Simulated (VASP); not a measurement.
Wanted: the native input for a VASP 6.6.1 run.

| Item | Value |
| --- | --- |
| Task | single point |
| Functional | PBE |
| Dispersion | D3(BJ) |
| Potentials or basis | VASP PAW PBE potentials, release 64 (Se, In_d) |
| Cutoff | 520 eV |
| k mesh | 9 × 9 × 1 |
| Occupations | gaussian, width 0.05 eV |
| Spin | no spin polarisation |
| Dipole correction | yes |
| Further INCAR settings | ALGO = Normal; EDIFF = 1e-06; NBANDS = 48 |

The structure of InSe lies in POSCAR:

```
InSe
1.0
    4.0266103653      0.0000000000      0.0000000000
   -2.0133051827      3.4871468675      0.0000000000
    0.0000000000      0.0000000000     28.2707107737
Se In
4 4
Direct
    0.0000000000      0.0000000000      0.1591753400
    0.0000000000      0.0000000000      0.3496677344
    0.2222222222      0.6666666667      0.4755931145
    0.2222222222      0.6666666667      0.6660855089
    0.6666666667      0.3333333333      0.2049979902
    0.6666666667      0.3333333333      0.3038451596
    0.8888888889      1.0000000000      0.5214157648
    0.8888888889      1.0000000000      0.6202629341
```

This cell differs from its parent crystal: layers slid over each other.

The input as run:

INCAR

```
PREC     = Accurate       # precision mode
ENCUT    = 520            # plane-wave cutoff, eV
EDIFF    = 1E-6           # SCF threshold, eV
ISMEAR   = 0              # smearing method
SIGMA    = 0.05           # smearing width, eV
LREAL    = False          # projectors in reciprocal space
LASPH    = True           # aspherical terms in the spheres
NELM     = 80             # most SCF steps
ALGO     = Normal         # electronic algorithm
ISIF     = 2              # what is computed and relaxed
LWAVE    = False          # write WAVECAR
LCHARG   = False          # write CHGCAR
LDIPOL   = True         
IDIPOL   = 3            
DIPOL    = 0.5 0.5 0.413
GGA      = PE             # functional
IVDW     = 12             # dispersion correction
NBANDS   = 48             # bands
```

KPOINTS

```
regular mesh
0
Gamma
  9 9 1
```

Potentials or basis: VASP PAW PBE potentials, release 64 (Se, In_d).

Run with:

```bash
$ cat potpaw_PBE.64/Se/POTCAR potpaw_PBE.64/In_d/POTCAR > POTCAR
$ mpirun -np 1 vasp_std > vasp.out
```

It gave:

- Largest force: 0.077 eV/Å
- Band gap on the k mesh: 1.23 eV (least direct gap 1.27 eV)
- Dispersion energy per atom: -0.249 eV

Caveat: the cell differs from its parent crystal (layers slid over each other); spin-orbit coupling is left out, which moves the levels of the heavy elements.

Run time: 51 min on 1 thread of Oxide Virtual Turin-like Processor, on a shared host, peak memory 0.8 GiB.
